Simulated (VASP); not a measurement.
A run of VASP 6.6.1 is set up as follows.

INCAR

```
SYSTEM = MnZn3
PREC = Accurate
ENCUT = 520
EDIFF = 1E-6
ISMEAR = -1
SIGMA = 0.03
LREAL = .FALSE.
LASPH = .TRUE.
NELM = 150
ALGO = Normal
ISIF = 2
LWAVE = .FALSE.
LCHARG = .FALSE.
ISPIN = 2
MAGMOM = 4 0 0 0
LORBIT = 11
LMAXMIX = 4
GGA = PS
NBANDS = 36
```

Contents of KPOINTS:

```
Automatic mesh
0
G
  7 7 7
  0 0 0
```

File POSCAR:

```
MnZn3
1.0
    4.1580589518      0.0000000000      0.0000000000
    0.0000000000      4.1580589518      0.0000000000
    0.0000000000      0.0000000000      4.1580589518
Mn Zn
1 3
Direct
    0.0000000000      0.0000000000      0.0000000000
    0.0000000000      0.5000000000      0.5000000000
    0.5000000000      0.0000000000      0.5000000000
    0.5000000000      0.5000000000      0.0000000000
```

Potentials or basis: VASP PAW PBE potentials, release 64 (Mn_pv, Zn).

The run is started by

```bash
$ cat potpaw_PBE.64/Mn_pv/POTCAR potpaw_PBE.64/Zn/POTCAR > POTCAR
$ mpirun -np 1 vasp_std > vasp.out
```

Question: What does it give for the site moments?

Answer: Mn +3.66; Zn -0.07 μB.

Question: Predict the pressure.

Answer: -15.7 GPa.

Caveat: the cell stands under tension; the PAW data sets were made with another functional, which shifts forces and pressure a little.
